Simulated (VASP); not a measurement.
# Sb (I4/mmm) in VASP: further runs, part 2 of 2

VASP 6.6.1. The steps go on from the part before.

## 3. Single point, r2SCAN (strain -0.080 along x and y, +0.000 along z)

POSCAR reads:

```
Sb
1.0
   -1.7216336154      1.7216336154      1.8713408863
    1.7216336154     -1.7216336154      1.8713408863
    1.7216336154      1.7216336154     -1.8713408863
Sb
1
Direct
    0.0000000000      0.0000000000      0.0000000000
```

INCAR.step1 reads:

```
SYSTEM = Sb
  ALGO = Normal
  EDIFF = 1E-4
  ENCUT = 520
  GGA = PE
  ISMEAR = 0
  LASPH = .TRUE.
  LCHARG = .FALSE.
  LREAL = .FALSE.
  LWAVE = .TRUE.
  NBANDS = 8
  NELM = 100
  PREC = Accurate
  SIGMA = 0.15
```

INCAR.step2 reads:

```
SYSTEM = Sb
  ALGO = Normal
  EDIFF = 1E-6
  ENCUT = 520
  ISIF = 2
  ISMEAR = 0
  ISTART = 1
  LASPH = .TRUE.
  LCHARG = .TRUE.
  LELF = .TRUE.
  LMIXTAU = .TRUE.
  LREAL = .FALSE.
  LVHAR = .TRUE.
  LWAVE = .FALSE.
  METAGGA = R2SCAN
  NBANDS = 8
  NELM = 100
  PREC = Accurate
  SIGMA = 0.15
```

KPOINTS reads:

```
k-points
0
G
  18 18 18
  0 0 0
```

Potentials or basis: VASP PAW PBE potentials, release 64 (Sb).

The run is started by

```sh
> cat potpaw_PBE.64/Sb/POTCAR > POTCAR
> cp INCAR.step1 INCAR
> mpirun -np 1 vasp_std > vasp.out
> cp INCAR.step2 INCAR
> mpirun -np 1 vasp_std > vasp.out
```

OUTCAR:

```text
SYSTEM = Sb
   EDIFF = 1E-6
   ENCUT = 520
   ISIF = 2
   ISMEAR = 0
   ISTART = 1
   LASPH = .TRUE.
   LREAL = .FALSE.
   METAGGA = R2SCAN
   NELM = 100
   PREC = Accurate

 ion  position               nearest neighbor table
   1  0.000  0.000  0.000-

  LATTYP: Found a body centered tetragonal cell.
 ALAT       =     3.4432672308
 C/A-ratio  =     1.0869565217

  Lattice vectors:

 A1 = (  -1.7216336154,   1.7216336154,   1.8713408863)
 A2 = (   1.7216336154,  -1.7216336154,   1.8713408863)
 A3 = (   1.7216336154,   1.7216336154,  -1.8713408863)

Analysis of symmetry for initial positions (statically):
=====================================================================
 Subroutine PRICEL returns:
 Original cell was already a primitive cell.

 Routine SETGRP: Setting up the symmetry group for a
 body centered tetragonal supercell.

 Subroutine GETGRP returns: Found 16 space group operations
 (whereof 16 operations were pure point group operations)
 out of a pool of 16 trial point group operations.

The static configuration has the point symmetry D_4h.

Analysis of symmetry for dynamics (positions and initial velocities):
=====================================================================
 Subroutine PRICEL returns:
 Original cell was already a primitive cell.

 Routine SETGRP: Setting up the symmetry group for a
 body centered tetragonal supercell.

 Subroutine GETGRP returns: Found 16 space group operations
 (whereof 16 operations were pure point group operations)
 out of a pool of 16 trial point group operations.

The dynamic configuration has the point symmetry D_4h.

 Subroutine INISYM returns: Found 16 space group operations
 (whereof 16 operations are pure point group operations),
 and found     1 'primitive' translations

----------------------------------------------------------------------------------------

                                     Primitive cell

  volume of cell :      22.1868

[... 102 lines left out ...]
   EFERMI_NEDOS =   21; number of points for ismear=-14 and -15
   IALGO  =     38    algorithm
   IMIX   =      4    mixing-type and parameters
     AMIX     =   0.40;   BMIX     =  1.00
     AMIX_MAG =   1.60;   BMIX_MAG =  1.00
  volume/ion in A,a.u.               =      22.19       149.72
  Fermi-wavevector in a.u.,A,eV,Ry     =   0.996246  1.882632 13.503873  0.992507
  Thomas-Fermi vector in A             =   2.128322
   LORBIT       =      0    0 simple, 1 ext, 2 COOP (PROOUT), +10 PAW based schemes
   METAGGA = R2SCAN    functional components
   LHFCALC =     F    Hartree Fock is set to
   AEXX    =    0.0000 exact exchange contribution
   IVDW    =     0    specifies the selected vdW correction
   LEPSILON=     F    determine dielectric tensor
   LRPA    =     F    only Hartree local field effects (RPA)
 non-spin polarized calculation
 Gauss-broadening in eV      SIGMA  =   0.15
  energy-cutoff  :      520.00
  volume of cell :       22.19
 maximum number of plane-waves:       615
   NGX = 11   NGY = 11   NGZ = 11

 number of electron       4.9999999 magnetization

 Free energy of the ion-electron system (eV)
  ---------------------------------------------------
  ext. energy  EPLUGINS =         0.00000000
  ---------------------------------------------------
  free energy    TOTEN  =       -25.09414561 eV

  energy without entropy =      -25.08772170  energy(sigma->0) =      -25.09093366

 E-fermi :  11.2203     XC(G=0): -11.7403

 val. band max:       11.2202573370   @ k =  -0.2222   0.5000   0.2222
 cond. band min:      11.2279705414   @ k =  -0.1667  -0.4444   0.0556
 fundamental gap:      0.0077132044
 Fermi energy:        11.2203163909

 k-point     1 :       0.0000    0.0000    0.0000
  band No.  band energies     occupation
      1      -4.0695      2.00000
      2      18.4517      0.00000
      3      18.8348      0.00000
      4      18.8348      0.00000
      5      22.5172      0.00000
      6      22.5172      0.00000
      7      23.1148      0.00000
      8      23.9882      0.00000
[... 243 lines left out ...]
 k-point    24 :      -0.2222    0.0556    0.0000
  band No.  band energies     occupation
      1      -3.0095      2.00000
      2      12.8160      0.00000
      3      16.1547      0.00000
      4      17.3426      0.00000
      5      20.9591      0.00000
      6      21.2079      0.00000
      7      22.6093      0.00000
      8      24.9827      0.00000

 [... further k-points ...]
[... 5 lines left out ...]
  --------------------------------------------------------------------------------------
  -------------------------------------------------------------------------------------
  Total        2.8691730      2.8691730      2.2706611      0.0000000     -0.0000000      0.0000000
  in kB      207.1919845    207.1919845    163.9715623      0.0000000     -0.0000000      0.0000000
  external PRESSURE =     192.7851771 kB  Pullay stress =       0.0000000 kB

 VOLUME and BASIS-vectors are now :
 -----------------------------------------------------------------------------
  energy-cutoff  :      520.00
  volume of cell :       22.19
      direct lattice vectors                 reciprocal lattice vectors
    -1.721633615  1.721633615  1.871340886     0.000000000  0.290421839  0.267188092
     1.721633615 -1.721633615  1.871340886     0.290421839  0.000000000  0.267188092
     1.721633615  1.721633615 -1.871340886     0.290421839  0.290421839  0.000000000

 POSITION                                       TOTAL-FORCE (eV/Angst)
 -----------------------------------------------------------------------------------
      0.00000      0.00000      0.00000         0.000000      0.000000      0.000000
 -----------------------------------------------------------------------------------
    total drift:                                0.000000      0.000000     -0.000000

  FREE ENERGIE OF THE ION-ELECTRON SYSTEM (eV)
  ---------------------------------------------------
  free  energy   TOTEN  =       -25.0941456123 eV

  energy  without entropy=      -25.0877217038  energy(sigma->0) =      -25.09093366
```

OSZICAR.step1:

```text
N       E                     dE             d eps       ncg     rms          rms(c)
DAV:   1     0.537862409140E+01    0.53786E+01   -0.17206E+03  7856   0.415E+02
DAV:   2    -0.356063048034E+01   -0.89393E+01   -0.85747E+01 10768   0.546E+01
DAV:   3    -0.364701077160E+01   -0.86380E-01   -0.85950E-01  9384   0.599E+00
DAV:   4    -0.364722153238E+01   -0.21076E-03   -0.21076E-03 11464   0.356E-01
DAV:   5    -0.364722194294E+01   -0.41055E-06   -0.41125E-06  9784   0.104E-02    0.252E+00
DAV:   6    -0.364393913175E+01    0.32828E-02   -0.60051E-04 10696   0.151E-01    0.149E+00
DAV:   7    -0.364196070651E+01    0.19784E-02   -0.14918E-03  8824   0.230E-01    0.493E-02
DAV:   8    -0.364196462800E+01   -0.39215E-05   -0.30800E-05  5488   0.431E-02
   1 F= -.36419646E+01 E0= -.36387065E+01  d E =-.651626E-02
```

Run time: 83 s. Hardware: 1 thread of Intel Xeon 6975P-C (Granite Rapids), shared host; peak memory 0.21 GiB.

Results:

| Quantity | Value |
| --- | --- |
| Free energy | -25.0941 eV |
| Pressure | 19.3 GPa |

Caveat: the cell differs from its parent crystal (strain -0.080 along x and y, +0.000 along z); the PAW data sets were made with another functional, which shifts forces and pressure a little; spin-orbit coupling is left out, which moves the levels of the heavy elements.

## 4. Single point, r2SCAN (strain +0.080 along x and y, +0.000 along z)

POSCAR reads:

```
Sb
1.0
   -2.0210481572      2.0210481572      1.8713408863
    2.0210481572     -2.0210481572      1.8713408863
    2.0210481572      2.0210481572     -1.8713408863
Sb
1
Direct
    0.0000000000      0.0000000000      0.0000000000
```

INCAR.step1 reads:

```
SYSTEM = Sb
PREC     = Accurate       ! precision mode
ENCUT    = 520            ! plane-wave cutoff, eV
ISMEAR   = 0              ! smearing method
SIGMA    = 0.15           ! smearing width, eV
LREAL    = .False.        ! projectors in reciprocal space
LASPH    = .True.         ! aspherical terms in the spheres
NELM     = 100            ! most SCF steps
NBANDS   = 8              ! bands
GGA      = PE             ! functional
ALGO     = Normal         ! electronic algorithm
EDIFF    = 1E-4           ! SCF threshold, eV
LWAVE    = .True.         ! write WAVECAR
LCHARG   = .False.        ! write CHGCAR
```

INCAR.step2 reads:

```
SYSTEM = Sb
PREC     = Accurate       ! precision mode
ENCUT    = 520            ! plane-wave cutoff, eV
EDIFF    = 1E-7           ! SCF threshold, eV
ISMEAR   = 0              ! smearing method
SIGMA    = 0.15           ! smearing width, eV
LREAL    = .False.        ! projectors in reciprocal space
LASPH    = .True.         ! aspherical terms in the spheres
NELM     = 100            ! most SCF steps
ALGO     = Normal         ! electronic algorithm
ISIF     = 2              ! what is computed and relaxed
LWAVE    = .False.        ! write WAVECAR
LCHARG   = .True.         ! write CHGCAR
METAGGA  = R2SCAN         ! meta-GGA
LMIXTAU  = .True.       
LELF     = .True.         ! ELF
LVHAR    = .True.       
NBANDS   = 8              ! bands
ISTART   = 1
```

KPOINTS reads:

```
regular mesh
0
Gamma
  18 18 18
  0 0 0
```

The run is started by

```sh
> cat potpaw_PBE.64/Sb/POTCAR > POTCAR
> cp INCAR.step1 INCAR
> mpirun -np 1 vasp_std > vasp.out
> cp INCAR.step2 INCAR
> mpirun -np 1 vasp_std > vasp.out
```

Run time: 3.1 min. Hardware: 1 thread of Intel Xeon 6975P-C (Granite Rapids), shared host; peak memory 0.25 GiB.

The run converged. Its results:

| Property | Result |
| --- | --- |
| Free energy | -25.2646 eV |
| Pressure | -5.9 GPa |

Stress tensor (GPa, compression positive):
```
-6.39  0.00  0.00
 0.00 -6.39  0.00
 0.00  0.00 -5.00
```

Levels at points of the mesh, in eV from the Fermi level:
```tsv
k point	band 1	band 2	band 3	band 4	band 5	band 6	band 7
(0.00, 0.00, 0.00)	-12.48	4.66	4.66	5.06	9.71	10.97	10.97
(0.50, 0.00, 0.00)	-8.80	-5.03	1.20	3.17	6.35	6.79	13.97
(0.50, 0.50, 0.00)	-9.21	-5.18	1.98	4.23	7.25	7.97	12.90
(0.50, 0.50, 0.50)	-6.30	-2.31	-2.31	-1.02	3.44	4.06	17.54
```

Caveat: the cell differs from its parent crystal (strain +0.080 along x and y, +0.000 along z); the PAW data sets were made with another functional, which shifts forces and pressure a little; spin-orbit coupling is left out, which moves the levels of the heavy elements.

## 5. The runs side by side

| cell | gap on the mesh (eV) | pressure (GPa) |
| --- | --- | --- |
| a = 3.164 Å, angles 114.1, 114.1, 100.6°, 1 atom | none | 10.1 |
| a = 3.071 Å, angles 111.8, 111.8, 104.9°, 1 atom | none | 19.3 |
| a = 3.416 Å, angles 107.5, 107.5, 113.6°, 1 atom | none | -5.9 |

Alike in all rows: task single point; level r2SCAN; potentials or basis VASP PAW PBE potentials, release 64 (Sb); no spin polarisation; k mesh 18 × 18 × 18; cutoff (eV) 520; smearing gaussian 0.15 eV.

Caveats: the PAW data sets were made with another functional, which shifts forces and pressure a little; spin-orbit coupling is left out, which moves the levels of the heavy elements.

Total energies depend on the potentials used, so only differences within one code and one set of settings carry meaning.
